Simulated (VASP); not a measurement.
# Si2Ge (P-3m1) in VASP: a series of runs

Runs on Si2Ge. Level: PBE. Tasks: single point.

All numbers are computed with VASP 6.6.1; they aren't measurements. Logs are shortened: lines on timing, memory, paths and dates and some standing lists are left out, and cuts for length are marked.

## (1) The cell of the first run

Symmetry: P-3m1, No. 164, trigonal system. Conventional cell: a = 3.930 Å, b = 3.930 Å, c = 9.618 Å, α = 90.00°, β = 90.00°, γ = 120.00°. Si (site symmetry 3m) has 4 Si at 2.37 to 2.39 Å within 3.1 Å. Si (site symmetry 3m) has 1 Si at 2.37 Å and 3 Ge at 2.41 Å within 3.1 Å. Within 3.2 Å of Ge (site symmetry 3m) lie 3 Si at 2.41 Å and 1 Ge at 2.49 Å.

## (2) Single point, PBE

Input file INCAR:

```
  PREC = Accurate
  ENCUT = 520
  EDIFF = 1E-6
  ISMEAR = 0
  SIGMA = 0.1
  LREAL = False
  LASPH = True
  NELM = 60
  ALGO = Normal
  ISIF = 2
  LWAVE = False
  LCHARG = False
  GGA = PE
  NBANDS = 31
```

Input file KPOINTS:

```
Automatic mesh
0
Gamma
  6 6 2
```

Input file POSCAR:

```
Si2Ge
1.0
    3.9300152000      0.0000000000      0.0000000000
   -1.9650076000      3.4034930000      0.0000000000
    0.0000000000      0.0000000000      9.6184460000
Si Ge
4 2
Direct
    0.3333333000      0.6666667000      0.5398500000
    0.6666667000      0.3333333000      0.2141960000
    0.3333333000      0.6666667000      0.7858040000
    0.6666667000      0.3333333000      0.4601500000
    0.0000000000      0.0000000000      0.8707140000
    0.0000000000      0.0000000000      0.1292860000
```

Potentials or basis: VASP PAW PBE potentials, release 64 (Si, Ge_d).

The run is started by

```
cat potpaw_PBE.64/Si/POTCAR potpaw_PBE.64/Ge_d/POTCAR > POTCAR
mpirun -np 1 vasp_std > vasp.out
```

OUTCAR:

```text
PREC = Accurate
   ENCUT = 520
   EDIFF = 1E-6
   ISMEAR = 0
   LREAL = False
   LASPH = True
   NELM = 60
   ISIF = 2
   GGA = PE

 ion  position               nearest neighbor table
   1  0.333  0.667  0.540-   3 2.37   4 2.39   4 2.39   4 2.39
   2  0.667  0.333  0.214-   4 2.37   6 2.41   6 2.41   6 2.41
   3  0.333  0.667  0.786-   1 2.37   5 2.41   5 2.41   5 2.41
   4  0.667  0.333  0.460-   2 2.37   1 2.39   1 2.39   1 2.39
   5  0.000  0.000  0.871-   3 2.41   3 2.41   3 2.41   6 2.49
   6  0.000  0.000  0.129-   2 2.41   2 2.41   2 2.41   5 2.49

  LATTYP: Found a hexagonal cell.
 ALAT       =     3.9300152000
 C/A-ratio  =     2.4474322644

  Lattice vectors:

 A1 = (   3.9300152000,   0.0000000000,   0.0000000000)
 A2 = (  -1.9650076000,   3.4034930000,   0.0000000000)
 A3 = (   0.0000000000,   0.0000000000,   9.6184460000)

Analysis of symmetry for initial positions (statically):
=====================================================================
 Subroutine PRICEL returns:
 Original cell was already a primitive cell.

 Routine SETGRP: Setting up the symmetry group for a
 hexagonal supercell.

 Subroutine GETGRP returns: Found 12 space group operations
 (whereof 12 operations were pure point group operations)
 out of a pool of 24 trial point group operations.

The static configuration has the point symmetry D_3d.

Analysis of symmetry for dynamics (positions and initial velocities):
=====================================================================
 Subroutine PRICEL returns:
 Original cell was already a primitive cell.

 Routine SETGRP: Setting up the symmetry group for a
 hexagonal supercell.

 Subroutine GETGRP returns: Found 12 space group operations
 (whereof 12 operations were pure point group operations)
 out of a pool of 24 trial point group operations.

The dynamic configuration has the point symmetry D_3d.

 Subroutine INISYM returns: Found 12 space group operations
 (whereof 12 operations are pure point group operations),
 and found     1 'primitive' translations

----------------------------------------------------------------------------------------

                                     Primitive cell

  volume of cell :     128.6542

  direct lattice vectors                    reciprocal lattice vectors
     3.930015200  0.000000000  0.000000000     0.254451942  0.146907897  0.000000000
    -1.965007600  3.403493000  0.000000000     0.000000000  0.293815795  0.000000000
     0.000000000  0.000000000  9.618446000     0.000000000  0.000000000  0.103966899

  length of vectors
     3.930015200  3.930015200  9.618446000     0.293815795  0.293815795  0.103966899

  position of ions in fractional coordinates (direct lattice)
     0.333333300  0.666666700  0.539850000
     0.666666700  0.333333300  0.214196000
     0.333333300  0.666666700  0.785804000
     0.666666700  0.333333300  0.460150000
     0.000000000  0.000000000  0.870714000
     0.000000000  0.000000000  0.129286000

  ion indices of the primitive-cell ions
   primitive index   ion index
                 1           1
                 2           2
                 3           3
                 4           4
                 5           5
                 6           6

----------------------------------------------------------------------------------------

 KPOINTS: Automatic mesh

Automatic generation of k-mesh.
 Grid dimensions read from file:
 generate k-points for:    6    6    2

 Generating k-lattice:

  Cartesian coordinates                     Fractional coordinates (reciprocal lattice)
     0.042408657  0.024484650  0.000000000     0.166666667  0.000000000  0.000000000
     0.000000000  0.048969299  0.000000000     0.000000000  0.166666667  0.000000000
     0.000000000  0.000000000  0.051983449     0.000000000  0.000000000  0.500000000

  Length of vectors
     0.048969299  0.048969299  0.051983449

  Shift w.r.t. Gamma in fractional coordinates (k-lattice)
     0.000000000  0.000000000  0.000000000

 Subroutine IBZKPT returns following result:
 ===========================================

 Found     14 irreducible k-points:

 Following reciprocal coordinates:
            Coordinates               Weight
  0.000000  0.000000  0.000000      1.000000
  0.166667  0.000000  0.000000      6.000000
  0.333333  0.000000  0.000000      6.000000
  0.500000 -0.000000  0.000000      3.000000
  0.166667  0.166667  0.000000      6.000000
  0.333333  0.166667  0.000000     12.000000
  0.333333  0.333333  0.000000      2.000000
  0.000000  0.000000  0.500000      1.000000
  0.166667  0.000000  0.500000      6.000000
  0.333333  0.000000  0.500000      6.000000
  0.500000 -0.000000  0.500000      3.000000
  0.166667  0.166667  0.500000      6.000000
  0.333333  0.166667  0.500000     12.000000
  0.333333  0.333333  0.500000      2.000000
   k-points           NKPTS =     14   k-points in BZ     NKDIM =     14   number of bands    NBANDS=     31
   number of dos      NEDOS =    301   number of ions     NIONS =      6
   total plane-waves  NPLWV =  64800
   dimension x,y,z NGX =    30 NGY =   30 NGZ =   72
   dimension x,y,z NGXF=    60 NGYF=   60 NGZF=  144
   ions per type =               4   2
   NGX,Y,Z   is equivalent  to a cutoff of  12.69, 12.69, 12.44 a.u.
   NGXF,Y,Z  is equivalent  to a cutoff of  25.38, 25.38, 24.89 a.u.
 SYSTEM =  unknown system
   PREC   = accura    normal or accurate (medium, high low for compatibility)
   ISTART =      0    job   : 0-new  1-cont  2-samecut
   ICHARG =      2    charge: 1-file 2-atom 10-const
   ISPIN  =      1    spin polarized calculation?
   LNONCOLLINEAR =      F non collinear calculations
   LSORBIT =      F    spin-orbit coupling
   LASPH  =      T    aspherical Exc in radial PAW
   ENCUT  =  520.0 eV  38.22 Ry    6.18 a.u.   7.31  7.31 17.88*2*pi/ulx,y,z
   NELM   =     60;   NELMIN=  2; NELMDL= -5     # of ELM steps
   EDIFF  = 0.1E-05   stopping-criterion for ELM
   LREAL  =      F    real-space projection
   EDIFFG = 0.1E-04   stopping-criterion for IOM
   NSW    =      0    number of steps for IOM
   IBRION =     -1    ionic relax: 0-MD 1-quasi-New 2-CG
   NFREE  =      0    steps in history (QN), initial steepest desc. (CG)
   ISIF   =      2    stress and relaxation
   ISYM   =      2    0-nonsym 1-usesym 2-fastsym
   POTIM  = 0.5000    time-step for ionic-motion
   TEBEG  =    0.0;   TEEND  =   0.0 temperature during run
   PSTRESS=    0.0 pullay stress
   NELECT =      44.0000    total number of electrons
   NUPDOWN=      -1.0000    fix difference up-down
   EMIN   =  10.00;   EMAX   =-10.00  energy-range for DOS
   EFERMI =   0.00;   METHOD = LEGACY
   ISMEAR =     0;   SIGMA  =   0.10  broadening in eV -4-tet -1-fermi 0-gaus
   EFERMI_NEDOS =   21; number of points for ismear=-14 and -15
   IALGO  =     38    algorithm
   IMIX   =      4    mixing-type and parameters
     AMIX     =   0.40;   BMIX     =  1.00
     AMIX_MAG =   1.60;   BMIX_MAG =  1.00
  volume/ion in A,a.u.               =      21.44       144.70
  Fermi-wavevector in a.u.,A,eV,Ry     =   1.144857  2.163465 17.833107  1.310696
  Thomas-Fermi vector in A             =   2.281547
   LORBIT       =      0    0 simple, 1 ext, 2 COOP (PROOUT), +10 PAW based schemes
   GGA     = PE    functional components
   LHFCALC =     F    Hartree Fock is set to
   AEXX    =    0.0000 exact exchange contribution
   IVDW    =     0    specifies the selected vdW correction
   LEPSILON=     F    determine dielectric tensor
   LRPA    =     F    only Hartree local field effects (RPA)
 non-spin polarized calculation
 Gauss-broadening in eV      SIGMA  =   0.10
  energy-cutoff  :      520.00
  volume of cell :      128.65
 maximum number of plane-waves:      3516
 NGX is ok and might be reduce to    30
   NGX = 15   NGY = 15   NGZ = 35

 number of electron      44.0000024 magnetization

 Free energy of the ion-electron system (eV)
  ---------------------------------------------------
  ext. energy  EPLUGINS =         0.00000000
  ---------------------------------------------------
  free energy    TOTEN  =       -30.60222839 eV

  energy without entropy =      -30.60222839  energy(sigma->0) =      -30.60222839

 E-fermi :   5.6478     XC(G=0):  -9.4886

 val. band max:        5.2898373135   @ k =   0.0000   0.0000   0.0000
 cond. band min:       6.0157542670   @ k =   0.5000  -0.0000   0.0000
 fundamental gap:      0.7259169534
 Fermi energy:         5.6477524649

 k-point     1 :       0.0000    0.0000    0.0000
  band No.  band energies     occupation
      1     -19.1120      2.00000
      2     -19.0299      2.00000
      3     -19.0299      2.00000
      4     -18.9937      2.00000
      5     -18.9937      2.00000
      6     -18.9785      2.00000
[... 23 lines left out ...]
     30       8.6903      0.00000
     31       9.0274      0.00000

 k-point     2 :       0.1667    0.0000    0.0000
  band No.  band energies     occupation
      1     -19.1109      2.00000
      2     -19.0311      2.00000
      3     -19.0301      2.00000
      4     -18.9941      2.00000
      5     -18.9915      2.00000
      6     -18.9787      2.00000
[... 23 lines left out ...]
     30       9.3855      0.00000
     31       9.6493      0.00000

 k-point     3 :       0.3333    0.0000    0.0000
  band No.  band energies     occupation
      1     -19.1087      2.00000
      2     -19.0334      2.00000
      3     -19.0304      2.00000
      4     -18.9951      2.00000
      5     -18.9872      2.00000
      6     -18.9794      2.00000
[... 23 lines left out ...]
     30      10.3312      0.00000
     31      10.6672      0.00000

 k-point     4 :       0.5000   -0.0000    0.0000
  band No.  band energies     occupation
      1     -19.1076      2.00000
      2     -19.0346      2.00000
      3     -19.0305      2.00000
      4     -18.9955      2.00000
      5     -18.9850      2.00000
      6     -18.9797      2.00000
[... 23 lines left out ...]
     30      10.3112      0.00000
     31      11.6334      0.00000

 k-point     5 :       0.1667    0.1667    0.0000
  band No.  band energies     occupation
      1     -19.1092      2.00000
      2     -19.0326      2.00000
      3     -19.0305      2.00000
      4     -18.9942      2.00000
      5     -18.9890      2.00000
      6     -18.9785      2.00000
[... 23 lines left out ...]
     30       9.4182      0.00000
     31       9.6022      0.00000
[... 202 lines left out ...]
     30      12.3403      0.00000
     31      12.3913      0.00000

 k-point    12 :       0.1667    0.1667    0.5000
  band No.  band energies     occupation
      1     -19.1092      2.00000
      2     -19.0326      2.00000
      3     -19.0305      2.00000
      4     -18.9942      2.00000
      5     -18.9890      2.00000
      6     -18.9785      2.00000
[... 23 lines left out ...]
     30       9.9371      0.00000
     31      10.3663      0.00000

 k-point    13 :       0.3333    0.1667    0.5000
  band No.  band energies     occupation
      1     -19.1076      2.00000
      2     -19.0339      2.00000
      3     -19.0312      2.00000
      4     -18.9939      2.00000
      5     -18.9871      2.00000
      6     -18.9778      2.00000
[... 23 lines left out ...]
     30      10.2657      0.00000
     31      10.8507      0.00000

 k-point    14 :       0.3333    0.3333    0.5000
  band No.  band energies     occupation
      1     -19.1070      2.00000
      2     -19.0329      2.00000
      3     -19.0329      2.00000
      4     -18.9902      2.00000
      5     -18.9902      2.00000
      6     -18.9742      2.00000
[... 23 lines left out ...]
     30      11.1855      0.00000
     31      11.1856      0.00000

------------------------ aborting loop because EDIFF is reached ----------------------------------------

  FORCE on cell =-STRESS in cart. coord.  units (eV):
  Direction    XX          YY          ZZ          XY          YZ          ZX
  --------------------------------------------------------------------------------------
  -------------------------------------------------------------------------------------
  Total        0.0200802      0.0200802     -0.2383115      0.0000000      0.0000000     -0.0000000
  in kB        0.2500658      0.2500658     -2.9677791      0.0000000      0.0000000     -0.0000000
  external PRESSURE =      -0.8225492 kB  Pullay stress =       0.0000000 kB

 VOLUME and BASIS-vectors are now :
 -----------------------------------------------------------------------------
  energy-cutoff  :      520.00
  volume of cell :      128.65
      direct lattice vectors                 reciprocal lattice vectors
     3.930015200  0.000000000  0.000000000     0.254451942  0.146907897  0.000000000
    -1.965007600  3.403493000  0.000000000     0.000000000  0.293815795  0.000000000
     0.000000000  0.000000000  9.618446000     0.000000000  0.000000000  0.103966899

 POSITION                                       TOTAL-FORCE (eV/Angst)
 -----------------------------------------------------------------------------------
     -0.00000      2.26900      5.19252        -0.000000      0.000000     -0.004732
      1.96501      1.13450      2.06023         0.000000     -0.000000     -0.006810
     -0.00000      2.26900      7.55821        -0.000000      0.000000      0.006810
      1.96501      1.13450      4.42593         0.000000     -0.000000      0.004732
      0.00000      0.00000      8.37492         0.000000      0.000000     -0.018215
      0.00000      0.00000      1.24353        -0.000000     -0.000000      0.018215
 -----------------------------------------------------------------------------------
    total drift:                                0.000000      0.000000      0.000000

  FREE ENERGIE OF THE ION-ELECTRON SYSTEM (eV)
  ---------------------------------------------------
  free  energy   TOTEN  =       -30.6022283941 eV

  energy  without entropy=      -30.6022283853  energy(sigma->0) =      -30.60222839
```

Run time: 21 s. Hardware: 1 thread of Intel Xeon 6975P-C (Granite Rapids), shared host; peak memory 0.25 GiB.

Results:

```
Free energy            : -30.6022 eV
Pressure               : -0.1 GPa
Largest force          : 0.018 eV/Å
Band gap on the k mesh : 0.73 eV (least direct gap 1.14 eV)
```

Forces on the atoms (eV/Å):
```
Si   0.000  0.000 -0.005
Si   0.000  0.000 -0.007
Si   0.000  0.000  0.007
Si   0.000  0.000  0.005
Ge   0.000  0.000 -0.018
Ge   0.000  0.000  0.018
```

Stress tensor (GPa, compression positive):
```
 0.03  0.00  0.00
 0.00  0.03  0.00
 0.00  0.00 -0.30
```

## (3) Single point, PBE

Input file INCAR:

```
SYSTEM = Si2Ge
PREC     = Accurate       ! precision mode
ENCUT    = 520            ! plane-wave cutoff, eV
EDIFF    = 1E-6           ! SCF threshold, eV
ISMEAR   = 0              ! smearing method
SIGMA    = 0.02           ! smearing width, eV
LREAL    = .False.        ! projectors in reciprocal space
LASPH    = .True.         ! aspherical terms in the spheres
NELM     = 100            ! most SCF steps
ALGO     = Normal         ! electronic algorithm
ISIF     = 2              ! what is computed and relaxed
LWAVE    = .False.        ! write WAVECAR
LCHARG   = .False.        ! write CHGCAR
GGA      = PE             ! functional
NBANDS   = 31             ! bands
```

Input file KPOINTS:

```
Automatic mesh
0
Gamma
  12 12 4
  0 0 0
```

Input file POSCAR:

```
Si2Ge
1.0
    3.9300151997      0.0000000000      0.0000000000
   -1.9650075999      3.4034930002      0.0000000000
    0.0000000000      0.0000000000      9.6184460000
Si Ge
4 2
Direct
    0.3333333333      0.6666666667      0.5398500000
    0.6666666667      0.3333333333      0.2141960000
    0.3333333333      0.6666666667      0.7858040000
    0.6666666667      0.3333333333      0.4601500000
    0.0000000000      0.0000000000      0.8707140000
    0.0000000000      0.0000000000      0.1292860000
```

Potentials or basis: VASP PAW PBE potentials, release 64 (Si, Ge_d).

The run is started by

```
cat potpaw_PBE.64/Si/POTCAR potpaw_PBE.64/Ge_d/POTCAR > POTCAR
mpirun -np 1 vasp_std > vasp.out
```

It took 89 s on 1 thread of Intel Xeon 6975P-C (Granite Rapids), shared host; peak memory 0.37 GiB.

The run converged. Its results:

```
Free energy            : -30.6434 eV
Pressure               : -0.1 GPa
Largest force          : 0.006 eV/Å
Band gap on the k mesh : 0.61 eV (least direct gap 1.15 eV)
```

Forces on the atoms (eV/Å):
```
Si   0.000  0.000 -0.003
Si   0.000  0.000 -0.005
Si   0.000  0.000  0.005
Si   0.000  0.000  0.003
Ge   0.000  0.000 -0.006
Ge   0.000  0.000  0.006
```

Levels at points of the mesh, in eV from the valence-band top:
```csv
k point,band 20,band 21,band 22,band 23,band 24,band 25
"(0.00, 0.00, 0.00)",-0.05,0.00,0.00,1.15,1.25,1.91
"(0.50, 0.00, 0.00)",-2.71,-1.84,-1.79,0.73,0.74,1.89
"(0.00, 0.00, 0.50)",-0.55,-0.39,-0.39,0.96,1.79,1.84
"(0.50, 0.00, 0.50)",-2.49,-1.26,-1.26,0.91,0.94,1.24
```

A k mesh can miss the band edges.

## (4) Single point, PBE

Input file INCAR:

```
SYSTEM = Si2Ge
  PREC = Accurate
  ENCUT = 520
  EDIFF = 1E-6
  ISMEAR = 0
  SIGMA = 0.01
  LREAL = .FALSE.
  LASPH = .TRUE.
  NELM = 100
  ALGO = Normal
  ISIF = 2
  LWAVE = .FALSE.
  LCHARG = .FALSE.
  GGA = PE
  NBANDS = 31
```

Input file KPOINTS:

```
Automatic mesh
0
G
  12 12 4
  0 0 0
```

Input file POSCAR:

```
Si2Ge
1.0
    3.9299379276      0.0000000000      0.0000000000
   -1.9649689638      3.4034260806      0.0000000000
    0.0000000000      0.0000000000      9.6192088162
Si Ge
4 2
Direct
    0.3333333333      0.6666666667      0.5398379476
    0.6666666667      0.3333333333      0.2141804713
    0.3333333333      0.6666666667      0.7858195287
    0.6666666667      0.3333333333      0.4601620524
    0.0000000000      0.0000000000      0.8707130298
    0.0000000000      0.0000000000      0.1292869702
```

The run is started by

```
cat potpaw_PBE.64/Si/POTCAR potpaw_PBE.64/Ge_d/POTCAR > POTCAR
mpirun -np 1 vasp_std > vasp.out
```

Wall time 91 s (1 thread of Intel Xeon 6975P-C (Granite Rapids), shared host); peak memory 0.37 GiB.

Results (log left out):

```
Free energy            : -30.6434 eV
Pressure               : -0.1 GPa
Largest force          : 0.005 eV/Å
Band gap on the k mesh : 0.61 eV (least direct gap 1.15 eV)
```

Forces on the atoms (eV/Å):
```
Si   0.000  0.000  0.001
Si   0.000  0.000 -0.001
Si   0.000  0.000  0.001
Si   0.000  0.000 -0.001
Ge   0.000  0.000 -0.005
Ge   0.000  0.000  0.005
```

Levels at points of the mesh, in eV from the valence-band top:
```csv
k point,band 19,band 20,band 21,band 22,band 23,band 24,band 25,band 26
"(0.00, 0.00, 0.00)",-0.94,-0.05,0.00,0.00,1.15,1.26,1.91,2.47
"(0.50, 0.00, 0.00)",-2.90,-2.71,-1.84,-1.79,0.73,0.74,1.89,2.01
"(0.00, 0.00, 0.50)",-0.55,-0.55,-0.38,-0.38,0.96,1.79,1.85,2.92
"(0.50, 0.00, 0.50)",-2.70,-2.49,-1.26,-1.26,0.91,0.94,1.24,2.66
```

A k mesh can miss the band edges.

## (5) Overview

| cell | k mesh | smearing | gap on the mesh (eV) | pressure (GPa) | largest force (eV/Å) |
| --- | --- | --- | --- | --- | --- |
| a = 3.930, b = 3.930, c = 9.618 Å, angles 90.0, 90.0, 120.0°, 6 atoms | 6 × 6 × 2 | gaussian 0.1 eV | 0.73 | -0.1 | 0.02 |
| a = 3.930, b = 3.930, c = 9.618 Å, angles 90.0, 90.0, 120.0°, 6 atoms | 12 × 12 × 4 | gaussian 0.02 eV | 0.61 | -0.1 | 0.01 |
| a = 3.930, b = 3.930, c = 9.619 Å, angles 90.0, 90.0, 120.0°, 6 atoms | 12 × 12 × 4 | gaussian 0.01 eV | 0.61 | -0.1 | - |

Alike in all rows: task single point; level PBE; potentials or basis VASP PAW PBE potentials, release 64 (Si, Ge_d); no spin polarisation; cutoff (eV) 520.

Absolute energies hang on the potentials; compare differences alone.
